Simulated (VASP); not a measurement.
# Cs (Im-3m) in VASP: notebook, part 2 of 2

VASP 6.6.1.

## Step 6: Single point, LDA

Contents of INCAR:

```
  ALGO = Normal
  EDIFF = 1E-6
  ENCUT = 520
  ISIF = 2
  ISMEAR = -1
  LASPH = T
  LCHARG = T
  LELF = T
  LREAL = F
  LVHAR = T
  LWAVE = F
  NBANDS = 10
  NELM = 80
  PREC = Accurate
  SIGMA = 0.01
```

Contents of KPOINTS:

```
k-points
0
Gamma
  8 8 8
```

Contents of POSCAR:

```
Cs
1.0
   -2.8840810378      2.8840810378      2.8840810378
    2.8840810378     -2.8840810378      2.8840810378
    2.8840810378      2.8840810378     -2.8840810378
Cs
1
Direct
    0.0000000000      0.0000000000      0.0000000000
```

Potentials or basis: VASP PAW LDA potentials, release 64 (Cs_sv).

Launch:

```
$ cat potpaw_LDA.64/Cs_sv/POTCAR > POTCAR
$ mpirun -np 1 vasp_std > vasp.out
```

OUTCAR:

```text
EDIFF = 1E-6
   ENCUT = 520
   ISIF = 2
   ISMEAR = -1
   LASPH = T
   LREAL = F
   NELM = 80
   PREC = Accurate

 ion  position               nearest neighbor table
   1  0.000  0.000  0.000-

  LATTYP: Found a body centered cubic cell.
 ALAT       =     5.7681620756

  Lattice vectors:

 A1 = (  -2.8840810378,   2.8840810378,   2.8840810378)
 A2 = (   2.8840810378,  -2.8840810378,   2.8840810378)
 A3 = (   2.8840810378,   2.8840810378,  -2.8840810378)

Analysis of symmetry for initial positions (statically):
=====================================================================
 Subroutine PRICEL returns:
 Original cell was already a primitive cell.

 Routine SETGRP: Setting up the symmetry group for a
 body centered cubic supercell.

 Subroutine GETGRP returns: Found 48 space group operations
[... 9 lines left out ...]

 Routine SETGRP: Setting up the symmetry group for a
 body centered cubic supercell.

 Subroutine GETGRP returns: Found 48 space group operations
 (whereof 48 operations were pure point group operations)
 out of a pool of 48 trial point group operations.

The dynamic configuration has the point symmetry O_h .

 Subroutine INISYM returns: Found 48 space group operations
 (whereof 48 operations are pure point group operations),
 and found     1 'primitive' translations

----------------------------------------------------------------------------------------

                                     Primitive cell

  volume of cell :      95.9583

  direct lattice vectors                    reciprocal lattice vectors
    -2.884081038  2.884081038  2.884081038     0.000000000  0.173365448  0.173365448
     2.884081038 -2.884081038  2.884081038     0.173365448  0.000000000  0.173365448
     2.884081038  2.884081038 -2.884081038     0.173365448  0.173365448  0.000000000

  length of vectors
     4.995374891  4.995374891  4.995374891     0.245175767  0.245175767  0.245175767

  position of ions in fractional coordinates (direct lattice)
     0.000000000  0.000000000  0.000000000

  ion indices of the primitive-cell ions
   primitive index   ion index
                 1           1

----------------------------------------------------------------------------------------

 KPOINTS: k-points

Automatic generation of k-mesh.
 Grid dimensions read from file:
 generate k-points for:    8    8    8

 Generating k-lattice:

  Cartesian coordinates                     Fractional coordinates (reciprocal lattice)
     0.000000000  0.021670681  0.021670681     0.125000000  0.000000000  0.000000000
     0.021670681  0.000000000  0.021670681     0.000000000  0.125000000  0.000000000
     0.021670681  0.021670681  0.000000000     0.000000000  0.000000000  0.125000000

  Length of vectors
     0.030646971  0.030646971  0.030646971

  Shift w.r.t. Gamma in fractional coordinates (k-lattice)
     0.000000000  0.000000000  0.000000000

 Subroutine IBZKPT returns following result:
 ===========================================

 Found     29 irreducible k-points:

 Following reciprocal coordinates:
            Coordinates               Weight
  0.000000  0.000000  0.000000      1.000000
  0.125000  0.000000  0.000000     12.000000
  0.250000  0.000000  0.000000     12.000000
  0.375000  0.000000  0.000000     12.000000
  0.500000  0.000000  0.000000      6.000000
  0.125000  0.125000  0.000000     24.000000
[... 16 lines left out ...]
 -0.250000  0.250000  0.250000      6.000000
 -0.375000  0.375000  0.250000     24.000000
 [... further k-points ...]
   k-points           NKPTS =     29   k-points in BZ     NKDIM =     29   number of bands    NBANDS=     10
   number of dos      NEDOS =    301   number of ions     NIONS =      1
   total plane-waves  NPLWV =  64000
   dimension x,y,z NGX =    40 NGY =   40 NGZ =   40
   dimension x,y,z NGXF=    80 NGYF=   80 NGZF=   80
   ions per type =               1
   NGX,Y,Z   is equivalent  to a cutoff of  13.31, 13.31, 13.31 a.u.
   NGXF,Y,Z  is equivalent  to a cutoff of  26.62, 26.62, 26.62 a.u.
 SYSTEM =  unknown system
   PREC   = accura    normal or accurate (medium, high low for compatibility)
   ISTART =      0    job   : 0-new  1-cont  2-samecut
   ICHARG =      2    charge: 1-file 2-atom 10-const
   ISPIN  =      1    spin polarized calculation?
   LNONCOLLINEAR =      F non collinear calculations
   LSORBIT =      F    spin-orbit coupling
   LASPH  =      T    aspherical Exc in radial PAW
   ENCUT  =  520.0 eV  38.22 Ry    6.18 a.u.   9.29  9.29  9.29*2*pi/ulx,y,z
   NELM   =     80;   NELMIN=  2; NELMDL= -5     # of ELM steps
   EDIFF  = 0.1E-05   stopping-criterion for ELM
   LREAL  =      F    real-space projection
   EDIFFG = 0.1E-04   stopping-criterion for IOM
   NSW    =      0    number of steps for IOM
   IBRION =     -1    ionic relax: 0-MD 1-quasi-New 2-CG
   NFREE  =      0    steps in history (QN), initial steepest desc. (CG)
   ISIF   =      2    stress and relaxation
   ISYM   =      2    0-nonsym 1-usesym 2-fastsym
   POTIM  = 0.5000    time-step for ionic-motion
   TEBEG  =    0.0;   TEEND  =   0.0 temperature during run
   PSTRESS=    0.0 pullay stress
   NELECT =       9.0000    total number of electrons
   NUPDOWN=      -1.0000    fix difference up-down
   EMIN   =  10.00;   EMAX   =-10.00  energy-range for DOS
   EFERMI =   0.00;   METHOD = LEGACY
   ISMEAR =    -1;   SIGMA  =   0.01  broadening in eV -4-tet -1-fermi 0-gaus
   EFERMI_NEDOS =   21; number of points for ismear=-14 and -15
   IALGO  =     38    algorithm
   IMIX   =      4    mixing-type and parameters
     AMIX     =   0.40;   BMIX     =  1.00
     AMIX_MAG =   1.60;   BMIX_MAG =  1.00
  volume/ion in A,a.u.               =      95.96       647.56
  Fermi-wavevector in a.u.,A,eV,Ry     =   0.743809  1.405596  7.527452  0.553252
  Thomas-Fermi vector in A             =   1.839012
   LORBIT       =      0    0 simple, 1 ext, 2 COOP (PROOUT), +10 PAW based schemes
   GGA     = CA    functional components
   LHFCALC =     F    Hartree Fock is set to
   AEXX    =    0.0000 exact exchange contribution
   IVDW    =     0    specifies the selected vdW correction
   LEPSILON=     F    determine dielectric tensor
   LRPA    =     F    only Hartree local field effects (RPA)
 non-spin polarized calculation
  energy-cutoff  :      520.00
  volume of cell :       95.96
 maximum number of plane-waves:      2616
 NGX is ok and might be reduce to    40
   NGX = 19   NGY = 19   NGZ = 19

 number of electron       8.9999998 magnetization

 Free energy of the ion-electron system (eV)
  ---------------------------------------------------
  ext. energy  EPLUGINS =         0.00000000
  ---------------------------------------------------
  free energy    TOTEN  =        -0.98689114 eV

  energy without entropy =       -0.98547521  energy(sigma->0) =       -0.98618317

 E-fermi :   0.7653     XC(G=0):  -6.0285

 val. band max:        0.7639217750   @ k =   0.3750   0.1250   0.0000
 cond. band min:       0.8363246908   @ k =   0.2500   0.2500   0.0000
 fundamental gap:      0.0724029158
 Fermi energy:         0.7652605082

 k-point     1 :       0.0000    0.0000    0.0000
  band No.  band energies     occupation
      1     -22.9545      2.00000
      2      -9.6493      2.00000
      3      -9.6493      2.00000
      4      -9.6493      2.00000
      5      -1.0974      2.00000
      6       3.2982      0.00000
      7       3.2982      0.00000
      8       3.2982      0.00000
      9       4.3434      0.00000
     10       4.3434      0.00000

 k-point     2 :       0.1250    0.0000    0.0000
  band No.  band energies     occupation
      1     -22.9521      2.00000
      2      -9.6892      2.00000
      3      -9.6617      2.00000
      4      -9.6495      2.00000
      5      -0.8887      2.00000
      6       3.0991      0.00000
      7       3.1131      0.00000
      8       3.5115      0.00000
      9       4.0975      0.00000
     10       4.3136      0.00000
[... 274 lines left out ...]
 k-point    24 :      -0.3750    0.3750    0.2500
  band No.  band energies     occupation
      1     -22.9344      2.00000
      2      -9.8408      2.00000
      3      -9.7682      2.00000
      4      -9.7444      2.00000
      5       0.9471      0.00000
      6       1.8123      0.00000
      7       3.1092      0.00000
      8       3.1657      0.00000
      9       4.1608      0.00000
     10       4.9111      0.00000

 [... further k-points ...]
[... 5 lines left out ...]
  --------------------------------------------------------------------------------------
  -------------------------------------------------------------------------------------
  Total       -0.0123189     -0.0123189     -0.0123189      0.0000000      0.0000000      0.0000000
  in kB       -0.2056845     -0.2056845     -0.2056845      0.0000000      0.0000000      0.0000000
  external PRESSURE =      -0.2056845 kB  Pullay stress =       0.0000000 kB

 VOLUME and BASIS-vectors are now :
 -----------------------------------------------------------------------------
  energy-cutoff  :      520.00
  volume of cell :       95.96
      direct lattice vectors                 reciprocal lattice vectors
    -2.884081038  2.884081038  2.884081038     0.000000000  0.173365448  0.173365448
     2.884081038 -2.884081038  2.884081038     0.173365448  0.000000000  0.173365448
     2.884081038  2.884081038 -2.884081038     0.173365448  0.173365448  0.000000000

 POSITION                                       TOTAL-FORCE (eV/Angst)
 -----------------------------------------------------------------------------------
      0.00000      0.00000      0.00000        -0.000000     -0.000000      0.000000
 -----------------------------------------------------------------------------------
    total drift:                               -0.000000      0.000000     -0.000000

  FREE ENERGIE OF THE ION-ELECTRON SYSTEM (eV)
  ---------------------------------------------------
  free  energy   TOTEN  =        -0.9868911361 eV

  energy  without entropy=       -0.9854752132  energy(sigma->0) =       -0.98618317
```

stdout:

```text
POSCAR found type information on POSCAR Cs
 POSCAR found :  1 types and       1 ions
 scaLAPACK will be used
 LDA part: xc-table for (Slater(with rela. corr.)+CA(PZ))
 , standard interpolation
 POSCAR, INCAR and KPOINTS ok, starting setup
 FFT: planning ... GRIDC
 FFT: planning ... GRID_SOFT
 FFT: planning ... GRID
 WAVECAR not read
 entering main loop
```

It took 20 s on 1 thread of Intel Xeon 6975P-C, shared host; peak memory 0.2 GiB.

Results:

```
Free energy : -0.9869 eV
Pressure    : 0.0 GPa
```

Caveat: spin-orbit coupling is left out, which moves the levels of the heavy elements.
